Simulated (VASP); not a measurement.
# Ta (P6_3/mmc) in VASP: relaxation of cell and atoms with PBE

Aim: the relaxation of cell and atoms of Ta with PBE.

Everything below comes from runs of VASP 6.6.1. Logs are shortened: lines on timing, memory, paths and dates and some standing lists are left out, and cuts for length are marked.

### 1 The cell of the first run

The structure is hexagonal, space group P6_3/mmc (No. 194). Conventional cell: a = 2.803 Å, b = 2.803 Å, c = 4.541 Å, α = 90.00°, β = 90.00°, γ = 120.00°. Ta (site symmetry -6m2) has 12 Ta at 2.79 to 2.80 Å within 3.7 Å.

This isn't the form of Ta at room conditions, which is bcc.

### 2 Relaxation of cell and atoms, PBE, target pressure 54 GPa, at which the enthalpy is minimised

Input file INCAR:

```
SYSTEM = Ta
ALGO     = Normal         ! electronic algorithm
EDIFF    = 1E-6           ! SCF threshold, eV
EDIFFG   = -0.005         ! ionic threshold
ENCUT    = 600            ! plane-wave cutoff, eV
GGA      = PE             ! functional
IBRION   = 2              ! ionic algorithm
ISIF     = 3              ! what is computed and relaxed
ISMEAR   = -1             ! smearing method
LASPH    = .True.         ! aspherical terms in the spheres
LCHARG   = .False.        ! write CHGCAR
LREAL    = .False.        ! projectors in reciprocal space
LWAVE    = .False.        ! write WAVECAR
NELM     = 60             ! most SCF steps
NSW      = 60             ! ionic steps
PREC     = Accurate       ! precision mode
PSTRESS  = 540.0        
SIGMA    = 0.08           ! smearing width, eV
```

Input file KPOINTS:

```
k-points
0
Gamma
  16 16 9
  0 0 0
```

Input file POSCAR:

```
Ta
1.0
    2.8033396220      0.0000000000      0.0000000000
   -1.4016698110      2.4277633281      0.0000000000
    0.0000000000      0.0000000000      4.5414101876
Ta
2
Direct
    0.3333333333      0.6666666667      0.2500000000
    0.6666666667      0.3333333333      0.7500000000
```

Potentials or basis: VASP PAW PBE potentials, release 64 (Ta_pv).

Launch:

```bash
$ cat potpaw_PBE.64/Ta_pv/POTCAR > POTCAR
$ mpirun -np 1 vasp_std > vasp.out
```

OUTCAR:

```text
SYSTEM = Ta
   EDIFF = 1E-6
   EDIFFG = -0.005
   ENCUT = 600
   GGA = PE
   IBRION = 2
   ISIF = 3
   ISMEAR = -1
   LASPH = .True.
   LREAL = .False.
   NELM = 60
   NSW = 60
   PREC = Accurate
   PSTRESS = 540.0

 ion  position               nearest neighbor table
   1  0.333  0.667  0.250-   2 2.79   2 2.79   2 2.79   2 2.79   2 2.79   2 2.79
   2  0.667  0.333  0.750-   1 2.79   1 2.79   1 2.79   1 2.79   1 2.79   1 2.79

  LATTYP: Found a hexagonal cell.
 ALAT       =     2.8033396220
 C/A-ratio  =     1.6200000000

  Lattice vectors:

 A1 = (   2.8033396220,   0.0000000000,   0.0000000000)
 A2 = (  -1.4016698110,   2.4277633281,   0.0000000000)
 A3 = (   0.0000000000,   0.0000000000,   4.5414101876)

Analysis of symmetry for initial positions (statically):
=====================================================================
 Subroutine PRICEL returns:
 Original cell was already a primitive cell.

 Routine SETGRP: Setting up the symmetry group for a
 hexagonal supercell.

 Subroutine GETGRP returns: Found 24 space group operations
 (whereof 12 operations were pure point group operations)
 out of a pool of 24 trial point group operations.

The static configuration has the point symmetry D_3d.
 The point group associated with its full space group is D_6h.

Analysis of symmetry for dynamics (positions and initial velocities):
=====================================================================
 Subroutine PRICEL returns:
 Original cell was already a primitive cell.

 Routine SETGRP: Setting up the symmetry group for a
 hexagonal supercell.

 Subroutine GETGRP returns: Found 24 space group operations
 (whereof 12 operations were pure point group operations)
 out of a pool of 24 trial point group operations.

The dynamic configuration has the point symmetry D_3d.
 The point group associated with its full space group is D_6h.

 Subroutine INISYM returns: Found 24 space group operations
 (whereof 12 operations are pure point group operations),
 and found     1 'primitive' translations

----------------------------------------------------------------------------------------

                                     Primitive cell

  volume of cell :      30.9081

  direct lattice vectors                    reciprocal lattice vectors
     2.803339622  0.000000000  0.000000000     0.356717392  0.205950883  0.000000000
    -1.401669811  2.427763328  0.000000000     0.000000000  0.411901765  0.000000000
     0.000000000  0.000000000  4.541410188     0.000000000  0.000000000  0.220195921

  length of vectors
     2.803339622  2.803339622  4.541410188     0.411901765  0.411901765  0.220195921

  position of ions in fractional coordinates (direct lattice)
     0.333333333  0.666666667  0.250000000
     0.666666667  0.333333333  0.750000000

  ion indices of the primitive-cell ions
   primitive index   ion index
                 1           1
                 2           2

----------------------------------------------------------------------------------------

 KPOINTS: k-points

Automatic generation of k-mesh.
 Grid dimensions read from file:
 generate k-points for:   16   16    9

 Generating k-lattice:

  Cartesian coordinates                     Fractional coordinates (reciprocal lattice)
     0.022294837  0.012871930  0.000000000     0.062500000  0.000000000  0.000000000
     0.000000000  0.025743860  0.000000000     0.000000000  0.062500000  0.000000000
     0.000000000  0.000000000  0.024466213     0.000000000  0.000000000  0.111111111

  Length of vectors
     0.025743860  0.025743860  0.024466213

  Shift w.r.t. Gamma in fractional coordinates (k-lattice)
     0.000000000  0.000000000  0.000000000

 Subroutine IBZKPT returns following result:
 ===========================================

 Found    150 irreducible k-points:

 Following reciprocal coordinates:
            Coordinates               Weight
  0.000000  0.000000  0.000000      1.000000
  0.062500 -0.000000  0.000000      6.000000
  0.125000 -0.000000  0.000000      6.000000
  0.187500 -0.000000  0.000000      6.000000
  0.250000 -0.000000  0.000000      6.000000
  0.312500 -0.000000  0.000000      6.000000
[... 16 lines left out ...]
  0.187500  0.187500  0.000000      6.000000
  0.250000  0.187500  0.000000     12.000000
 [... further k-points ...]
   k-points           NKPTS =    150   k-points in BZ     NKDIM =    150   number of bands    NBANDS=     15
   number of dos      NEDOS =    301   number of ions     NIONS =      2
   total plane-waves  NPLWV =  20736
   dimension x,y,z NGX =    24 NGY =   24 NGZ =   36
   dimension x,y,z NGXF=    48 NGYF=   48 NGZF=   72
   ions per type =               2
   NGX,Y,Z   is equivalent  to a cutoff of  14.23, 14.23, 13.18 a.u.
   NGXF,Y,Z  is equivalent  to a cutoff of  28.47, 28.47, 26.36 a.u.
 SYSTEM =  Ta
   PREC   = accura    normal or accurate (medium, high low for compatibility)
   ISTART =      0    job   : 0-new  1-cont  2-samecut
   ICHARG =      2    charge: 1-file 2-atom 10-const
   ISPIN  =      1    spin polarized calculation?
   LNONCOLLINEAR =      F non collinear calculations
   LSORBIT =      F    spin-orbit coupling
   LASPH  =      T    aspherical Exc in radial PAW
   ENCUT  =  600.0 eV  44.10 Ry    6.64 a.u.   5.60  5.60  9.07*2*pi/ulx,y,z
   NELM   =     60;   NELMIN=  2; NELMDL= -5     # of ELM steps
   EDIFF  = 0.1E-05   stopping-criterion for ELM
   LREAL  =      F    real-space projection
   EDIFFG = -.5E-02   stopping-criterion for IOM
   NSW    =     60    number of steps for IOM
   IBRION =      2    ionic relax: 0-MD 1-quasi-New 2-CG
   NFREE  =      1    steps in history (QN), initial steepest desc. (CG)
   ISIF   =      3    stress and relaxation
   ISYM   =      2    0-nonsym 1-usesym 2-fastsym
   POTIM  = 0.5000    time-step for ionic-motion
   TEBEG  =    0.0;   TEEND  =   0.0 temperature during run
   PSTRESS=  540.0 pullay stress
   NELECT =      22.0000    total number of electrons
   NUPDOWN=      -1.0000    fix difference up-down
   EMIN   =  10.00;   EMAX   =-10.00  energy-range for DOS
   EFERMI =   0.00;   METHOD = LEGACY
   ISMEAR =    -1;   SIGMA  =   0.08  broadening in eV -4-tet -1-fermi 0-gaus
   EFERMI_NEDOS =   21; number of points for ismear=-14 and -15
   IALGO  =     38    algorithm
   IMIX   =      4    mixing-type and parameters
     AMIX     =   0.40;   BMIX     =  1.00
     AMIX_MAG =   1.60;   BMIX_MAG =  1.00
  volume/ion in A,a.u.               =      15.45       104.29
  Fermi-wavevector in a.u.,A,eV,Ry     =   1.461700  2.762212 29.069741  2.136566
  Thomas-Fermi vector in A             =   2.578000
   LORBIT       =      0    0 simple, 1 ext, 2 COOP (PROOUT), +10 PAW based schemes
   GGA     = PE    functional components
   LHFCALC =     F    Hartree Fock is set to
   AEXX    =    0.0000 exact exchange contribution
   IVDW    =     0    specifies the selected vdW correction
   LEPSILON=     F    determine dielectric tensor
   LRPA    =     F    only Hartree local field effects (RPA)
 conjugate gradient relaxation of ions
 non-spin polarized calculation
  energy-cutoff  :      600.00
  volume of cell :       30.91
 maximum number of plane-waves:      1050
 NGX is ok and might be reduce to    24
   NGX = 11   NGY = 11   NGZ = 19

--------------------------------------- Ionic step        1  -------------------------------------------

 number of electron      22.0000000 magnetization

 Free energy of the ion-electron system (eV)
  ---------------------------------------------------
  ext. energy  EPLUGINS =         0.00000000
  ---------------------------------------------------
  free energy    TOTEN  =       -22.06888461 eV

  energy without entropy =      -22.02114980  energy(sigma->0) =      -22.04501720

------------------------ aborting loop because EDIFF is reached ----------------------------------------

  FORCE on cell =-STRESS in cart. coord.  units (eV):
  Direction    XX          YY          ZZ          XY          YZ          ZX
  --------------------------------------------------------------------------------------
  -------------------------------------------------------------------------------------
  Total        9.1223896      9.1223896     12.0442012      0.0000000      0.0000000     -0.0000000
  in kB      472.8750587    472.8750587    624.3322840      0.0000000      0.0000000     -0.0000000
  external PRESSURE =     -16.6391995 kB  Pullay stress =     540.0000000 kB
[... 97 lines left out ...]
  energy  without entropy=      -21.8660214862  energy(sigma->0) =      -21.88669017

  enthalpy is  TOTEN    =       -11.7309763519 eV   P V=       10.1763825051

[... ionic steps 4 to 7 ...]

--------------------------------------- Ionic step        8  -------------------------------------------

 number of electron      21.9999994 magnetization

------------------------ aborting loop because EDIFF is reached ----------------------------------------
[... 71 lines left out ...]
--------------------------------------- Ionic step       10  -------------------------------------------

 number of electron      21.9999994 magnetization

 Free energy of the ion-electron system (eV)
  ---------------------------------------------------
  ext. energy  EPLUGINS =         0.00000000
  ---------------------------------------------------
  free energy    TOTEN  =       -22.12385660 eV

  energy without entropy =      -22.08144251  energy(sigma->0) =      -22.10264956

 E-fermi :   7.3559     XC(G=0): -13.4337

 val. band max:        7.3557906646   @ k =   0.2500   0.1875   0.2222
 cond. band min:       7.3668697162   @ k =   0.1250   0.0625   0.1111
 fundamental gap:      0.0110790516
 Fermi energy:         7.3558848590

 k-point     1 :       0.0000    0.0000    0.0000
  band No.  band energies     occupation
      1     -27.3764      2.00000
      2     -25.7178      2.00000
      3     -25.6388      2.00000
      4     -25.6388      2.00000
      5     -25.4700      2.00000
      6     -25.4700      2.00000
      7      -1.6327      2.00000
      8       1.6958      2.00000
      9       6.5960      1.99985
     10       7.8033      0.00742
     11       7.8033      0.00742
     12       8.1075      0.00017
     13       8.6044      0.00000
     14       8.6044      0.00000
[... 401 lines left out ...]
      2     -26.9292      2.00000
      3     -26.6909      2.00000
      4     -26.2469      2.00000
      5     -26.0407      2.00000
      6     -25.9243      2.00000
      7       3.1440      2.00000
      8       3.7674      2.00000
      9       4.3782      2.00000
     10       5.3669      2.00000
     11       6.6817      1.99956
     12       7.4694      0.38952
     13       8.1759      0.00007
     14      10.2462      0.00000
     15      13.3082      0.00000

 [... further k-points ...]

------------------------ aborting loop because EDIFF is reached ----------------------------------------

  FORCE on cell =-STRESS in cart. coord.  units (eV):
  Direction    XX          YY          ZZ          XY          YZ          ZX
  --------------------------------------------------------------------------------------
  -------------------------------------------------------------------------------------
  Total       10.3710537     10.3710537     10.3773632      0.0000000     -0.0000000     -0.0000000
  in kB      539.7210266    539.7210266    540.0493825      0.0000000     -0.0000000     -0.0000000
  external PRESSURE =      -0.1695214 kB  Pullay stress =     540.0000000 kB
[... 21 lines left out ...]
  energy  without entropy=      -22.0814425147  energy(sigma->0) =      -22.10264956

  enthalpy is  TOTEN    =       -11.7474422995 eV   P V=       10.3764143049

 reached required accuracy - stopping structural energy minimisation
```

It took 3.3 min on 1 thread of AMD EPYC 9R45 (Zen 5), shared host; peak memory 0.19 GiB.

Results:

```
Free energy                                                : -22.1239 eV
Relaxed volume                                             : 15.39 Å³/atom
Relaxed cell                                               : a = 2.727 Å, b = 2.727 Å, c = 4.779 Å, α = 90.00°, β = 90.00°, γ = 120.00°
Space group after relaxing (to 0.1 Å)                      : P6_3/mmc (No. 194)
Energy change on relaxing (the run minimises the enthalpy) : -27.5 meV/atom
Ionic steps                                                : 10
Pressure after relaxing                                    : 54.0 GPa
Band gap on the k mesh                                     : zero (bands 11 and 12 overlap by 2.76 eV)
```

Step by step:
```csv
step,energy change (eV),largest force (eV/Å),pressure (GPa),volume (Å³)
1,0.0000,0.0000,52.34,30.91
2,0.1782,0.0000,62.08,30.15
3,0.1615,0.0000,61.43,30.19
4,-0.1958,0.0000,48.54,31.28
5,-0.0170,0.0000,55.35,30.68
6,-0.0137,0.0000,55.46,30.67
7,-0.0645,0.0000,53.61,30.82
8,-0.0525,0.0000,54.06,30.78
9,-0.0532,0.0000,54.04,30.78
10,-0.0550,0.0000,53.98,30.79
```

Final structure:
```
CELL_PARAMETERS angstrom
2.72730 0.00000 0.00000
-1.36365 2.36191 0.00000
0.00000 0.00000 4.77932
ATOMIC_POSITIONS crystal
Ta 0.33333 0.66667 0.25000
Ta 0.66667 0.33333 0.75000
```

Caveat: the cell is relaxed towards a set pressure, so the run minimises the enthalpy, not the energy; spin-orbit coupling is left out, which moves the levels of the heavy elements.
